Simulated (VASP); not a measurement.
# NaCl in VASP: notebook

NaCl is run at these levels: r2SCAN; tasks: single point.

All numbers are computed with VASP 6.6.1; they aren't measurements. Logs are shortened: lines on timing, memory, paths and dates and some standing lists are left out, and cuts for length are marked.

### Step 1. The cell of the first run

Symmetry: P4/mmm, No. 123, tetragonal system. Conventional cell: a = 3.664 Å, b = 3.664 Å, c = 3.460 Å, α = 90.00°, β = 90.00°, γ = 90.00°. Within 4.1 Å of Na (site symmetry 4/mmm) lie 8 Cl at 3.12 Å and 6 Na at 3.46 to 3.66 Å. Cl (site symmetry 4/mmm) has 8 Na at 3.12 Å and 6 Cl at 3.46 to 3.66 Å within 4.1 Å.

### Step 2. Single point, r2SCAN (biaxial xy strain +5.9%)

Input file POSCAR:

```
NaCl
1.0
    3.6640050255      0.0000000000      0.0000000000
    0.0000000000      3.6640050255      0.0000000000
    0.0000000000      0.0000000000      3.4595458649
Na Cl
1 1
Direct
    0.0000000000      0.0000000000      0.0000000000
    0.5000000000      0.5000000000      0.5000000000
```

Input file INCAR.step1:

```
ALGO = Normal ; EDIFF = 1E-4
ENCUT = 520 ; GGA = PE
ISMEAR = 0 ; LASPH = True
LCHARG = False ; LREAL = False
LWAVE = True ; NBANDS = 14
NELM = 100 ; PREC = Accurate
SIGMA = 0.01
```

Input file INCAR.step2:

```
ALGO = Normal ; EDIFF = 1E-7
ENCUT = 520 ; ISIF = 2
ISMEAR = 0 ; ISTART = 1
LASPH = True ; LCHARG = True
LELF = True ; LMIXTAU = True
LREAL = False ; LVHAR = True
LWAVE = False ; METAGGA = R2SCAN
NBANDS = 14 ; NELM = 100
PREC = Accurate ; SIGMA = 0.01
```

Input file KPOINTS:

```
k-points
0
Gamma
  8 8 8
```

Potentials or basis: VASP PAW PBE potentials, release 64 (Na_pv, Cl).

On the command line:

```bash
> cat potpaw_PBE.64/Na_pv/POTCAR potpaw_PBE.64/Cl/POTCAR > POTCAR
> cp INCAR.step1 INCAR
> mpirun -np 1 vasp_std > vasp.out
> cp INCAR.step2 INCAR
> mpirun -np 1 vasp_std > vasp.out
```

OUTCAR:

```text
EDIFF = 1E-7
   ENCUT = 520
   ISIF = 2
   ISMEAR = 0
   ISTART = 1
   LASPH = True
   LREAL = False
   METAGGA = R2SCAN
   NELM = 100
   PREC = Accurate

 ion  position               nearest neighbor table
   1  0.000  0.000  0.000-
   2  0.500  0.500  0.500-

  LATTYP: Found a simple tetragonal cell.
 ALAT       =     3.6640050255
 C/A-ratio  =     0.9441979039

  Lattice vectors:

 A1 = (   3.6640050255,   0.0000000000,   0.0000000000)
 A2 = (   0.0000000000,   3.6640050255,   0.0000000000)
 A3 = (   0.0000000000,   0.0000000000,   3.4595458649)

Analysis of symmetry for initial positions (statically):
=====================================================================
 Subroutine PRICEL returns:
 Original cell was already a primitive cell.

 Routine SETGRP: Setting up the symmetry group for a
 simple tetragonal supercell.

 Subroutine GETGRP returns: Found 16 space group operations
 (whereof 16 operations were pure point group operations)
 out of a pool of 16 trial point group operations.

The static configuration has the point symmetry D_4h.

Analysis of symmetry for dynamics (positions and initial velocities):
=====================================================================
 Subroutine PRICEL returns:
 Original cell was already a primitive cell.

 Routine SETGRP: Setting up the symmetry group for a
 simple tetragonal supercell.

 Subroutine GETGRP returns: Found 16 space group operations
 (whereof 16 operations were pure point group operations)
 out of a pool of 16 trial point group operations.

The dynamic configuration has the point symmetry D_4h.

 Subroutine INISYM returns: Found 16 space group operations
 (whereof 16 operations are pure point group operations),
 and found     1 'primitive' translations

----------------------------------------------------------------------------------------

                                     Primitive cell

  volume of cell :      46.4442

  direct lattice vectors                    reciprocal lattice vectors
     3.664005025  0.000000000  0.000000000     0.272925390  0.000000000  0.000000000
     0.000000000  3.664005025  0.000000000     0.000000000  0.272925390  0.000000000
     0.000000000  0.000000000  3.459545865     0.000000000  0.000000000  0.289055280

  length of vectors
     3.664005025  3.664005025  3.459545865     0.272925390  0.272925390  0.289055280
[... 83 lines left out ...]
   EDIFFG = 0.1E-05   stopping-criterion for IOM
   NSW    =      0    number of steps for IOM
   IBRION =     -1    ionic relax: 0-MD 1-quasi-New 2-CG
   NFREE  =      0    steps in history (QN), initial steepest desc. (CG)
   ISIF   =      2    stress and relaxation
   ISYM   =      2    0-nonsym 1-usesym 2-fastsym
   POTIM  = 0.5000    time-step for ionic-motion
   TEBEG  =    0.0;   TEEND  =   0.0 temperature during run
   PSTRESS=    0.0 pullay stress
   NELECT =      14.0000    total number of electrons
   NUPDOWN=      -1.0000    fix difference up-down
   EMIN   =  10.00;   EMAX   =-10.00  energy-range for DOS
   EFERMI =   0.00;   METHOD = LEGACY
   ISMEAR =     0;   SIGMA  =   0.01  broadening in eV -4-tet -1-fermi 0-gaus
   EFERMI_NEDOS =   21; number of points for ismear=-14 and -15
   IALGO  =     38    algorithm
   IMIX   =      4    mixing-type and parameters
     AMIX     =   0.40;   BMIX     =  1.00
     AMIX_MAG =   1.60;   BMIX_MAG =  1.00
  volume/ion in A,a.u.               =      23.22       156.71
  Fermi-wavevector in a.u.,A,eV,Ry     =   1.097675  2.074305 16.393529  1.204890
  Thomas-Fermi vector in A             =   2.234039
   LORBIT       =      0    0 simple, 1 ext, 2 COOP (PROOUT), +10 PAW based schemes
   METAGGA = R2SCAN    functional components
   LHFCALC =     F    Hartree Fock is set to
   AEXX    =    0.0000 exact exchange contribution
   IVDW    =     0    specifies the selected vdW correction
   LEPSILON=     F    determine dielectric tensor
   LRPA    =     F    only Hartree local field effects (RPA)
 non-spin polarized calculation
 Gauss-broadening in eV      SIGMA  =   0.01
  energy-cutoff  :      520.00
  volume of cell :       46.44
 maximum number of plane-waves:      1280
 NGX is ok and might be reduce to    28
   NGX = 13   NGY = 13   NGZ = 13

 number of electron      14.0000005 magnetization

 Free energy of the ion-electron system (eV)
  ---------------------------------------------------
  ext. energy  EPLUGINS =         0.00000000
  ---------------------------------------------------
  free energy    TOTEN  =       -13.39260658 eV

  energy without entropy =      -13.39260658  energy(sigma->0) =      -13.39260658

 E-fermi :  -0.1235     XC(G=0):  -8.5351

 val. band max:       -0.2287843495   @ k =   0.5000   0.5000   0.0000
 cond. band min:       4.0391471568   @ k =   0.0000   0.0000   0.0000
 fundamental gap:      4.2679315063
 Fermi energy:        -0.1235157785

 k-point     1 :       0.0000    0.0000    0.0000
  band No.  band energies     occupation
      1     -23.4078      2.00000
      2     -23.3958      2.00000
      3     -23.3958      2.00000
      4     -14.1729      2.00000
      5      -1.0543      2.00000
      6      -1.0543      2.00000
      7      -0.5894      2.00000
      8       4.0391      0.00000
      9       8.5052      0.00000
     10       9.1011      0.00000
     11      15.3646      0.00000
     12      15.3787      0.00000
     13      15.3787      0.00000
     14      16.2494      0.00000
[... 377 lines left out ...]
      1     -23.4174      2.00000
      2     -23.4108      2.00000
      3     -23.3961      2.00000
      4     -13.8424      2.00000
      5      -2.9360      2.00000
      6      -1.1185      2.00000
      7      -0.7732      2.00000
      8       7.7908      0.00000
      9       7.8028      0.00000
     10      10.1711      0.00000
     11      11.5211      0.00000
     12      12.7243      0.00000
     13      14.4176      0.00000
     14      15.5019      0.00000

 [... further k-points ...]
[... 5 lines left out ...]
  --------------------------------------------------------------------------------------
  -------------------------------------------------------------------------------------
  Total       -1.1563515     -1.1563515      0.0396124      0.0000000     -0.0000000     -0.0000000
  in kB      -39.8904760    -39.8904760      1.3665016      0.0000000     -0.0000000     -0.0000000
  external PRESSURE =     -26.1381502 kB  Pullay stress =       0.0000000 kB

 VOLUME and BASIS-vectors are now :
 -----------------------------------------------------------------------------
  energy-cutoff  :      520.00
  volume of cell :       46.44
      direct lattice vectors                 reciprocal lattice vectors
     3.664005025  0.000000000  0.000000000     0.272925390  0.000000000  0.000000000
     0.000000000  3.664005025  0.000000000     0.000000000  0.272925390  0.000000000
     0.000000000  0.000000000  3.459545865     0.000000000  0.000000000  0.289055280

 POSITION                                       TOTAL-FORCE (eV/Angst)
 -----------------------------------------------------------------------------------
      0.00000      0.00000      0.00000         0.000000      0.000000      0.000000
      1.83200      1.83200      1.72977         0.000000      0.000000      0.000000
 -----------------------------------------------------------------------------------
    total drift:                               -0.000000      0.000000      0.000000

  FREE ENERGIE OF THE ION-ELECTRON SYSTEM (eV)
  ---------------------------------------------------
  free  energy   TOTEN  =       -13.3926065786 eV

  energy  without entropy=      -13.3926065786  energy(sigma->0) =      -13.39260658
```

OSZICAR.step1:

```text
N       E                     dE             d eps       ncg     rms          rms(c)
DAV:   1     0.984579462389E+02    0.98458E+02   -0.69837E+03  2106   0.992E+02
DAV:   2     0.184104934785E+01   -0.96617E+02   -0.88605E+02  2316   0.263E+02
DAV:   3    -0.656712188694E+01   -0.84082E+01   -0.83448E+01  2712   0.721E+01
DAV:   4    -0.671258042166E+01   -0.14546E+00   -0.14541E+00  2358   0.102E+01
DAV:   5    -0.671566339481E+01   -0.30830E-02   -0.30828E-02  2846   0.152E+00    0.224E+00
DAV:   6    -0.646281380459E+01    0.25285E+00   -0.36096E-01  2694   0.341E+00    0.160E+00
DAV:   7    -0.642995988929E+01    0.32854E-01   -0.94420E-02  2900   0.175E+00    0.111E+00
DAV:   8    -0.642977170071E+01    0.18819E-03   -0.11923E-02  2256   0.946E-01    0.380E-01
DAV:   9    -0.642958960219E+01    0.18210E-03   -0.40391E-04  2658   0.150E-01    0.207E-01
DAV:  10    -0.642970275747E+01   -0.11316E-03   -0.32308E-04  2352   0.120E-01    0.362E-02
DAV:  11    -0.642969937076E+01    0.33867E-05   -0.98371E-06  1422   0.284E-02
   1 F= -.64296994E+01 E0= -.64296994E+01  d E =-.752572E-38
```

It took 63 s on 1 thread of Intel Xeon 6975P-C (Granite Rapids), shared host; peak memory 0.18 GiB.

What came out:

| Property | Result |
| --- | --- |
| Free energy | -13.3926 eV |
| Pressure | -2.6 GPa |
| Band gap on the k mesh | 4.27 eV, indirect (least direct gap 4.63 eV) |

Caveat: the cell differs from its parent crystal (biaxial xy strain +5.9%); the PAW data sets were made with another functional, which shifts forces and pressure a little. A k mesh can miss the band edges.

### Step 3. Single point, r2SCAN (shear xy strain +1.7%)

Input file POSCAR:

```
NaCl
1.0
    3.4595458649      0.0285412534      0.0000000000
    0.0285412534      3.4595458649      0.0000000000
    0.0000000000      0.0000000000      3.4595458649
Na Cl
1 1
Direct
    0.0000000000      0.0000000000      0.0000000000
    0.5000000000      0.5000000000      0.5000000000
```

Input file INCAR.step1:

```
ALGO = Normal ; EDIFF = 1E-4
ENCUT = 520 ; GGA = PE
ISMEAR = 0 ; LASPH = T
LCHARG = F ; LREAL = F
LWAVE = T ; NBANDS = 14
NELM = 100 ; PREC = Accurate
SIGMA = 0.01
```

Input file INCAR.step2:

```
ALGO = Normal ; EDIFF = 1E-6
ENCUT = 520 ; ISIF = 2
ISMEAR = 0 ; ISTART = 1
LASPH = T ; LCHARG = F
LMIXTAU = T ; LREAL = F
LWAVE = F ; METAGGA = R2SCAN
NBANDS = 14 ; NELM = 100
PREC = Accurate ; SIGMA = 0.01
```

KPOINTS is that of step 2.

Potentials or basis: VASP PAW PBE potentials, release 64 (Na_pv, Cl).

On the command line:

```bash
> cat potpaw_PBE.64/Na_pv/POTCAR potpaw_PBE.64/Cl/POTCAR > POTCAR
> cp INCAR.step1 INCAR
> mpirun -np 1 vasp_std > vasp.out
> cp INCAR.step2 INCAR
> mpirun -np 1 vasp_std > vasp.out
```

Run time: 73 s. Hardware: 1 thread of Intel Xeon 6975P-C (Granite Rapids), shared host; peak memory 0.19 GiB.

It converged, with:

```yaml
Free_energy: -13.4658 eV
Pressure: -0.3 GPa
Band_gap_on_the_k_mesh: 4.95 eV, indirect (least direct gap 5.46 eV)
```

Levels at points of the mesh, in eV from the valence-band top:
| k point | band 4 | band 5 | band 6 | band 7 | band 8 | band 9 | band 10 | band 11 |
| --- | --- | --- | --- | --- | --- | --- | --- | --- |
| (0.00, 0.00, 0.00) | -14.10 | -0.56 | -0.54 | -0.51 | 4.95 | 9.14 | 9.14 | 16.74 |
| (0.50, 0.00, 0.00) | -13.69 | -3.13 | -0.29 | -0.29 | 7.82 | 9.79 | 11.24 | 12.73 |
| (0.50, 0.50, 0.00) | -13.39 | -2.46 | -2.42 | 0.00 | 6.24 | 10.73 | 12.10 | 12.30 |
| (0.00, 0.00, 0.50) | -13.69 | -3.13 | -0.31 | -0.26 | 7.82 | 9.79 | 11.25 | 12.71 |
| (0.50, 0.00, 0.50) | -13.39 | -2.44 | -2.44 | 0.00 | 6.24 | 10.73 | 12.20 | 12.20 |
| (0.50, 0.50, 0.50) | -13.08 | -2.03 | -2.02 | -2.00 | 7.67 | 7.75 | 7.83 | 13.29 |

Caveat: the cell differs from its parent crystal (shear xy strain +1.7%); the PAW data sets were made with another functional, which shifts forces and pressure a little. A k mesh can miss the band edges.
